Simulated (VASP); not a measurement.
# HgTe (P6_3mc) in VASP: notebook

The runs below take HgTe through single point, with PBE.

Program: VASP 6.6.1. These are calculated values, not measurements. Logs are shortened: lines on timing, memory, paths and dates and some standing lists are left out, and cuts for length are marked.

### Step 1. The cell of the first run

The structure is hexagonal, space group P6_3mc (No. 186). Conventional cell: a = 4.603 Å, b = 4.603 Å, c = 7.554 Å, α = 90.00°, β = 90.00°, γ = 120.00°. Hg (site symmetry 3m) has 4 Te at 2.82 to 2.83 Å within 3.7 Å. Te (site symmetry 3m) has 4 Hg at 2.82 to 2.83 Å within 3.7 Å.

### Step 2. Single point, PBE (34.65 Å³/atom)

The input, INCAR:

```
SYSTEM = HgTe
PREC = Accurate
ENCUT = 520
EDIFF = 1E-6
ISMEAR = -1
SIGMA = 0.02
LREAL = .False.
LASPH = .True.
NELM = 80
ALGO = Normal
ISIF = 2
LWAVE = .False.
LCHARG = .True.
GGA = PE
LELF = .True.
LVHAR = .True.
NBANDS = 26
```

The input, KPOINTS:

```
Automatic mesh
0
Gamma
  6 6 4
  0 0 0
```

The input, POSCAR:

```
HgTe
1.0
    4.6028612278      0.0000000000      0.0000000000
   -2.3014306139      3.9861947533      0.0000000000
    0.0000000000      0.0000000000      7.5536520685
Hg Te
2 2
Direct
    0.3333333333      0.6666666667      0.0003155690
    0.6666666667      0.3333333333      0.5003155690
    0.3333333333      0.6666666667      0.3746844310
    0.6666666667      0.3333333333      0.8746844310
```

Potentials or basis: VASP PAW PBE potentials, release 64 (Hg, Te).

Command:

```sh
cat potpaw_PBE.64/Hg/POTCAR potpaw_PBE.64/Te/POTCAR > POTCAR
mpirun -np 1 vasp_std > vasp.out
```

OUTCAR:

```text
SYSTEM = HgTe
   PREC = Accurate
   ENCUT = 520
   EDIFF = 1E-6
   ISMEAR = -1
   LREAL = .False.
   LASPH = .True.
   NELM = 80
   ISIF = 2
   GGA = PE

 ion  position               nearest neighbor table
   1  0.333  0.667  0.000-   4 2.82   4 2.82   4 2.82   3 2.83
   2  0.667  0.333  0.500-   3 2.82   3 2.82   3 2.82   4 2.83
   3  0.333  0.667  0.375-   2 2.82   2 2.82   2 2.82   1 2.83
   4  0.667  0.333  0.875-   1 2.82   1 2.82   1 2.82   2 2.83

  LATTYP: Found a hexagonal cell.
 ALAT       =     4.6028612278
 C/A-ratio  =     1.6410775156

  Lattice vectors:

 A1 = (   4.6028612278,   0.0000000000,   0.0000000000)
 A2 = (  -2.3014306139,   3.9861947533,   0.0000000000)
 A3 = (   0.0000000000,   0.0000000000,   7.5536520685)

Analysis of symmetry for initial positions (statically):
=====================================================================
 Subroutine PRICEL returns:
 Original cell was already a primitive cell.

 Routine SETGRP: Setting up the symmetry group for a
 hexagonal supercell.

 Subroutine GETGRP returns: Found 12 space group operations
 (whereof  6 operations were pure point group operations)
 out of a pool of 24 trial point group operations.

The static configuration has the point symmetry C_3v.
 The point group associated with its full space group is C_6v.

Analysis of symmetry for dynamics (positions and initial velocities):
=====================================================================
 Subroutine PRICEL returns:
 Original cell was already a primitive cell.

 Routine SETGRP: Setting up the symmetry group for a
 hexagonal supercell.

 Subroutine GETGRP returns: Found 12 space group operations
 (whereof  6 operations were pure point group operations)
 out of a pool of 24 trial point group operations.

The dynamic configuration has the point symmetry C_3v.
 The point group associated with its full space group is C_6v.

 Subroutine INISYM returns: Found 12 space group operations
 (whereof  6 operations are pure point group operations),
 and found     1 'primitive' translations

----------------------------------------------------------------------------------------

                                     Primitive cell

  volume of cell :     138.5937

  direct lattice vectors                    reciprocal lattice vectors
     4.602861228  0.000000000  0.000000000     0.217256170  0.125432908  0.000000000
    -2.301430614  3.986194753  0.000000000     0.000000000  0.250865816  0.000000000
     0.000000000  0.000000000  7.553652068     0.000000000  0.000000000  0.132386294

  length of vectors
     4.602861228  4.602861228  7.553652068     0.250865816  0.250865816  0.132386294

  position of ions in fractional coordinates (direct lattice)
     0.333333333  0.666666667  0.000315569
     0.666666667  0.333333333  0.500315569
     0.333333333  0.666666667  0.374684431
     0.666666667  0.333333333  0.874684431

  ion indices of the primitive-cell ions
   primitive index   ion index
                 1           1
                 2           2
                 3           3
                 4           4

----------------------------------------------------------------------------------------

 KPOINTS: Automatic mesh

Automatic generation of k-mesh.
 Grid dimensions read from file:
 generate k-points for:    6    6    4

 Generating k-lattice:

  Cartesian coordinates                     Fractional coordinates (reciprocal lattice)
     0.036209362  0.020905485  0.000000000     0.166666667  0.000000000  0.000000000
     0.000000000  0.041810969  0.000000000     0.000000000  0.166666667  0.000000000
     0.000000000  0.000000000  0.033096573     0.000000000  0.000000000  0.250000000

  Length of vectors
     0.041810969  0.041810969  0.033096573

  Shift w.r.t. Gamma in fractional coordinates (k-lattice)
     0.000000000  0.000000000  0.000000000

 Subroutine IBZKPT returns following result:
 ===========================================

 Found     21 irreducible k-points:

 Following reciprocal coordinates:
            Coordinates               Weight
  0.000000  0.000000  0.000000      1.000000
  0.166667  0.000000  0.000000      6.000000
  0.333333  0.000000  0.000000      6.000000
  0.500000  0.000000  0.000000      3.000000
  0.166667  0.166667  0.000000      6.000000
  0.333333  0.166667  0.000000     12.000000
[... 13 lines left out ...]
  0.333333  0.166667  0.500000     12.000000
  0.333333  0.333333  0.500000      2.000000
   k-points           NKPTS =     21   k-points in BZ     NKDIM =     21   number of bands    NBANDS=     26
   number of dos      NEDOS =    301   number of ions     NIONS =      4
   total plane-waves  NPLWV =  72576
   dimension x,y,z NGX =    36 NGY =   36 NGZ =   56
   dimension x,y,z NGXF=    72 NGYF=   72 NGZF=  112
   ions per type =               2   2
   NGX,Y,Z   is equivalent  to a cutoff of  13.00, 13.00, 12.32 a.u.
   NGXF,Y,Z  is equivalent  to a cutoff of  26.00, 26.00, 24.65 a.u.
 SYSTEM =  HgTe
   PREC   = accura    normal or accurate (medium, high low for compatibility)
   ISTART =      0    job   : 0-new  1-cont  2-samecut
   ICHARG =      2    charge: 1-file 2-atom 10-const
   ISPIN  =      1    spin polarized calculation?
   LNONCOLLINEAR =      F non collinear calculations
   LSORBIT =      F    spin-orbit coupling
   LASPH  =      T    aspherical Exc in radial PAW
   ENCUT  =  520.0 eV  38.22 Ry    6.18 a.u.   8.56  8.56 14.04*2*pi/ulx,y,z
   NELM   =     80;   NELMIN=  2; NELMDL= -5     # of ELM steps
   EDIFF  = 0.1E-05   stopping-criterion for ELM
   LREAL  =      F    real-space projection
   EDIFFG = 0.1E-04   stopping-criterion for IOM
   NSW    =      0    number of steps for IOM
   IBRION =     -1    ionic relax: 0-MD 1-quasi-New 2-CG
   NFREE  =      0    steps in history (QN), initial steepest desc. (CG)
   ISIF   =      2    stress and relaxation
   ISYM   =      2    0-nonsym 1-usesym 2-fastsym
   POTIM  = 0.5000    time-step for ionic-motion
   TEBEG  =    0.0;   TEEND  =   0.0 temperature during run
   PSTRESS=    0.0 pullay stress
   NELECT =      36.0000    total number of electrons
   NUPDOWN=      -1.0000    fix difference up-down
   EMIN   =  10.00;   EMAX   =-10.00  energy-range for DOS
   EFERMI =   0.00;   METHOD = LEGACY
   ISMEAR =    -1;   SIGMA  =   0.02  broadening in eV -4-tet -1-fermi 0-gaus
   EFERMI_NEDOS =   21; number of points for ismear=-14 and -15
   IALGO  =     38    algorithm
   IMIX   =      4    mixing-type and parameters
     AMIX     =   0.40;   BMIX     =  1.00
     AMIX_MAG =   1.60;   BMIX_MAG =  1.00
  volume/ion in A,a.u.               =      34.65       233.82
  Fermi-wavevector in a.u.,A,eV,Ry     =   1.044547  1.973907 14.845016  1.091078
  Thomas-Fermi vector in A             =   2.179304
   LORBIT       =      0    0 simple, 1 ext, 2 COOP (PROOUT), +10 PAW based schemes
   GGA     = PE    functional components
   LHFCALC =     F    Hartree Fock is set to
   AEXX    =    0.0000 exact exchange contribution
   IVDW    =     0    specifies the selected vdW correction
   LEPSILON=     F    determine dielectric tensor
   LRPA    =     F    only Hartree local field effects (RPA)
 non-spin polarized calculation
  energy-cutoff  :      520.00
  volume of cell :      138.59
 maximum number of plane-waves:      3779
 NGX is ok and might be reduce to    36
   NGX = 17   NGY = 17   NGZ = 29

 number of electron      36.0000004 magnetization

 Free energy of the ion-electron system (eV)
  ---------------------------------------------------
  ext. energy  EPLUGINS =         0.00000000
  ---------------------------------------------------
  free energy    TOTEN  =        -7.19283138 eV

  energy without entropy =       -7.19242110  energy(sigma->0) =       -7.19262624

 E-fermi :   2.8426     XC(G=0):  -8.6193

 val. band max:        2.8418995973   @ k =   0.0000   0.0000   0.0000
 cond. band min:       3.4031035527   @ k =   0.0000   0.0000   0.0000
 fundamental gap:      0.5612039554
 Fermi energy:         2.8425609328

 k-point     1 :       0.0000    0.0000    0.0000
  band No.  band energies     occupation
      1      -8.9744      2.00000
      2      -8.4330      2.00000
      3      -4.3736      2.00000
      4      -4.3634      2.00000
      5      -4.3634      2.00000
      6      -4.2741      2.00000
[... 18 lines left out ...]
     25       8.3028      0.00000
     26       9.2864      0.00000

 k-point     2 :       0.1667    0.0000    0.0000
  band No.  band energies     occupation
      1      -8.8610      2.00000
      2      -8.3734      2.00000
      3      -4.3444      2.00000
      4      -4.3303      2.00000
      5      -4.3263      2.00000
      6      -4.2346      2.00000
[... 18 lines left out ...]
     25       8.9789      0.00000
     26       9.3663      0.00000

 k-point     3 :       0.3333    0.0000    0.0000
  band No.  band energies     occupation
      1      -8.6016      2.00000
      2      -8.2698      2.00000
      3      -4.2924      2.00000
      4      -4.2752      2.00000
      5      -4.1987      2.00000
      6      -4.1279      2.00000
[... 18 lines left out ...]
     25       9.5380      0.00000
     26       9.8750      0.00000

 k-point     4 :       0.5000    0.0000    0.0000
  band No.  band energies     occupation
      1      -8.4366      2.00000
      2      -8.2440      2.00000
      3      -4.2757      2.00000
      4      -4.2552      2.00000
      5      -4.0804      2.00000
      6      -4.0704      2.00000
[... 18 lines left out ...]
     25      10.1500      0.00000
     26      10.7309      0.00000
[... 409 lines left out ...]
      1      -8.4817      2.00000
      2      -8.4817      2.00000
      3      -4.2503      2.00000
      4      -4.2503      2.00000
      5      -4.2190      2.00000
      6      -4.2190      2.00000
[... 18 lines left out ...]
     25       8.9205      0.00000
     26       8.9205      0.00000

 k-point    20 :       0.3333    0.1667    0.5000
  band No.  band energies     occupation
      1      -8.3338      2.00000
      2      -8.3338      2.00000
      3      -4.2242      2.00000
      4      -4.2242      2.00000
      5      -4.1717      2.00000
      6      -4.1717      2.00000
[... 18 lines left out ...]
     25       9.4279      0.00000
     26       9.4279      0.00000

 k-point    21 :       0.3333    0.3333    0.5000
  band No.  band energies     occupation
      1      -8.2842      2.00000
      2      -8.2842      2.00000
      3      -4.1892      2.00000
      4      -4.1892      2.00000
      5      -4.1727      2.00000
      6      -4.1727      2.00000
[... 18 lines left out ...]
     25       9.9487      0.00000
     26       9.9487      0.00000

------------------------ aborting loop because EDIFF is reached ----------------------------------------

  FORCE on cell =-STRESS in cart. coord.  units (eV):
  Direction    XX          YY          ZZ          XY          YZ          ZX
  --------------------------------------------------------------------------------------
  -------------------------------------------------------------------------------------
  Total        2.1746471      2.1746471      2.1866265      0.0000000      0.0000000      0.0000000
  in kB       25.1394627     25.1394627     25.2779476      0.0000000      0.0000000      0.0000000
  external PRESSURE =      25.1856244 kB  Pullay stress =       0.0000000 kB

 VOLUME and BASIS-vectors are now :
 -----------------------------------------------------------------------------
  energy-cutoff  :      520.00
  volume of cell :      138.59
      direct lattice vectors                 reciprocal lattice vectors
     4.602861228  0.000000000  0.000000000     0.217256170  0.125432908  0.000000000
    -2.301430614  3.986194753  0.000000000     0.000000000  0.250865816  0.000000000
     0.000000000  0.000000000  7.553652068     0.000000000  0.000000000  0.132386294

 POSITION                                       TOTAL-FORCE (eV/Angst)
 -----------------------------------------------------------------------------------
     -0.00000      2.65746      0.00238         0.000000     -0.000000      0.010837
      2.30143      1.32873      3.77921        -0.000000      0.000000      0.010837
     -0.00000      2.65746      2.83024         0.000000      0.000000     -0.010837
      2.30143      1.32873      6.60706        -0.000000     -0.000000     -0.010837
 -----------------------------------------------------------------------------------
    total drift:                               -0.000000      0.000000     -0.001624

  FREE ENERGIE OF THE ION-ELECTRON SYSTEM (eV)
  ---------------------------------------------------
  free  energy   TOTEN  =        -7.1928313772 eV

  energy  without entropy=       -7.1924211022  energy(sigma->0) =       -7.19262624
```

It took 34 s on 1 thread of Intel Xeon 6975P-C (Granite Rapids), shared host; peak memory 0.28 GiB.

What came out:

| Quantity | Value |
| --- | --- |
| Free energy | -7.1928 eV |
| Pressure | 2.5 GPa |
| Largest force | 0.011 eV/Å |
| Band gap on the k mesh | zero (filled and empty bands touch) |

Forces in eV/Å, atoms in the order of the input:
```
Hg   0.000  0.000  0.011
Hg   0.000  0.000  0.011
Te   0.000  0.000 -0.011
Te   0.000  0.000 -0.011
```

Levels at points of the mesh, in eV from the Fermi level:
```csv
k point,band 15,band 16,band 17,band 18,band 19,band 20,band 21,band 22
"(0.00, 0.00, 0.00)",-0.94,-0.76,-0.08,0.00,0.00,0.56,4.24,4.24
"(0.50, 0.00, 0.00)",-3.04,-2.16,-1.57,-0.94,1.65,1.78,4.03,4.99
"(0.00, 0.00, 0.50)",-0.51,-0.51,-0.51,-0.51,0.93,0.93,4.76,4.76
"(0.50, 0.00, 0.50)",-1.70,-1.70,-1.60,-1.60,1.43,1.43,3.59,3.59
```

Caveat: semilocal functionals underestimate gaps, so a narrow gap can read as zero; spin-orbit coupling is left out, which moves the levels of the heavy elements.

### Step 3. Single point, PBE

This run uses another cell than the first one, of 35.58 Å³/atom.

The input, INCAR:

```
ALGO = Normal
EDIFF = 1E-6
ENCUT = 520
GGA = PE
ISIF = 2
ISMEAR = -1
LASPH = T
LCHARG = F
LREAL = F
LWAVE = F
NBANDS = 26
NELM = 100
PREC = Accurate
SIGMA = 0.02
```

The input, KPOINTS:

```
k-points
0
Gamma
  6 6 4
```

The input, POSCAR:

```
HgTe
1.0
    4.6426044390      0.0000000000      0.0000000000
   -2.3213022195      4.0206133839      0.0000000000
    0.0000000000      0.0000000000      7.6245015914
Hg Te
2 2
Direct
    0.3333333333      0.6666666667      0.0004981612
    0.6666666667      0.3333333333      0.5004981612
    0.3333333333      0.6666666667      0.3745018388
    0.6666666667      0.3333333333      0.8745018388
```

Potentials or basis: VASP PAW PBE potentials, release 64 (Hg, Te).

Command:

```sh
cat potpaw_PBE.64/Hg/POTCAR potpaw_PBE.64/Te/POTCAR > POTCAR
mpirun -np 1 vasp_std > vasp.out
```

Wall time 32 s (1 thread of Intel Xeon 6975P-C (Granite Rapids), shared host); peak memory 0.28 GiB.

The run converged. Its results:

```
Free energy            : -7.2385 eV
Pressure               : 1.4 GPa
Band gap on the k mesh : zero (filled and empty bands touch)
```

Levels at points of the mesh, in eV from the Fermi level:
| k point | band 16 | band 17 | band 18 | band 19 | band 20 | band 21 |
| --- | --- | --- | --- | --- | --- | --- |
| (0.00, 0.00, 0.00) | -0.83 | -0.08 | 0.00 | 0.00 | 0.57 | 4.28 |
| (0.50, 0.00, 0.00) | -2.05 | -1.49 | -0.89 | 1.62 | 1.80 | 4.05 |
| (0.00, 0.00, 0.50) | -0.48 | -0.48 | -0.48 | 0.92 | 0.92 | 4.79 |
| (0.50, 0.00, 0.50) | -1.62 | -1.52 | -1.52 | 1.43 | 1.43 | 3.64 |

Caveat: semilocal functionals underestimate gaps, so a narrow gap can read as zero; spin-orbit coupling is left out, which moves the levels of the heavy elements.

### Step 4. Single point, PBE (35.75 Å³/atom)

This run uses another cell than the first one, of 35.75 Å³/atom.

The input, INCAR:

```
SYSTEM = HgTe
PREC = Accurate
ENCUT = 520
EDIFF = 1E-6
ISMEAR = -1
SIGMA = 0.02
LREAL = .FALSE.
LASPH = .TRUE.
NELM = 80
ALGO = Normal
ISIF = 2
LWAVE = .FALSE.
LCHARG = .TRUE.
GGA = PE
LELF = .TRUE.
LVHAR = .TRUE.
NBANDS = 26
```

The input, KPOINTS:

```
Automatic mesh
0
G
  6 6 4
  0 0 0
```

The input, POSCAR:

```
HgTe
1.0
    4.6513159594      0.0000000000      0.0000000000
   -2.3256579797      4.0281577818      0.0000000000
    0.0000000000      0.0000000000      7.6331700391
Hg Te
2 2
Direct
    0.3333333333      0.6666666667      0.0003155690
    0.6666666667      0.3333333333      0.5003155690
    0.3333333333      0.6666666667      0.3746844310
    0.6666666667      0.3333333333      0.8746844310
```

Command:

```sh
cat potpaw_PBE.64/Hg/POTCAR potpaw_PBE.64/Te/POTCAR > POTCAR
mpirun -np 1 vasp_std > vasp.out
```

Run time: 34 s. Hardware: 1 thread of Intel Xeon 6975P-C (Granite Rapids), shared host; peak memory 0.29 GiB.

Results (log left out):

* Free energy: -7.2441 eV
* Pressure: 1.2 GPa
* Largest force: 0.005 eV/Å
* Band gap on the k mesh: zero (filled and empty bands touch)

Forces in eV/Å, atoms in the order of the input:
```
Hg   0.000  0.000  0.005
Hg   0.000  0.000  0.005
Te   0.000  0.000 -0.005
Te   0.000  0.000 -0.005
```

Levels at points of the mesh, in eV from the Fermi level:
| k point | band 15 | band 16 | band 17 | band 18 | band 19 | band 20 | band 21 | band 22 |
| --- | --- | --- | --- | --- | --- | --- | --- | --- |
| (0.00, 0.00, 0.00) | -0.88 | -0.84 | -0.08 | 0.00 | 0.00 | 0.57 | 4.29 | 4.29 |
| (0.50, 0.00, 0.00) | -2.88 | -2.04 | -1.47 | -0.89 | 1.62 | 1.80 | 4.06 | 4.94 |
| (0.00, 0.00, 0.50) | -0.48 | -0.48 | -0.48 | -0.48 | 0.91 | 0.91 | 4.79 | 4.79 |
| (0.50, 0.00, 0.50) | -1.60 | -1.60 | -1.51 | -1.51 | 1.43 | 1.43 | 3.65 | 3.65 |

Caveat: semilocal functionals underestimate gaps, so a narrow gap can read as zero; spin-orbit coupling is left out, which moves the levels of the heavy elements.

### Step 5. Overview

```csv
cell,gap on the mesh (eV),pressure (GPa),largest force (eV/Å)
"a = 4.603, b = 4.603, c = 7.554 Å, angles 90.0, 90.0, 120.0°, 4 atoms",none,2.5,0.01
"a = 4.643, b = 4.643, c = 7.625 Å, angles 90.0, 90.0, 120.0°, 4 atoms",none,1.4,-
"a = 4.651, b = 4.651, c = 7.633 Å, angles 90.0, 90.0, 120.0°, 4 atoms",none,1.2,0.01
```

Alike in all rows: task single point; level PBE; potentials or basis VASP PAW PBE potentials, release 64 (Hg, Te); no spin polarisation; k mesh 6 × 6 × 4; cutoff (eV) 520; smearing fermi-dirac 0.02 eV.

Caveats: semilocal functionals underestimate gaps, so a narrow gap can read as zero; spin-orbit coupling is left out, which moves the levels of the heavy elements.

Absolute energies hang on the potentials; compare differences alone.
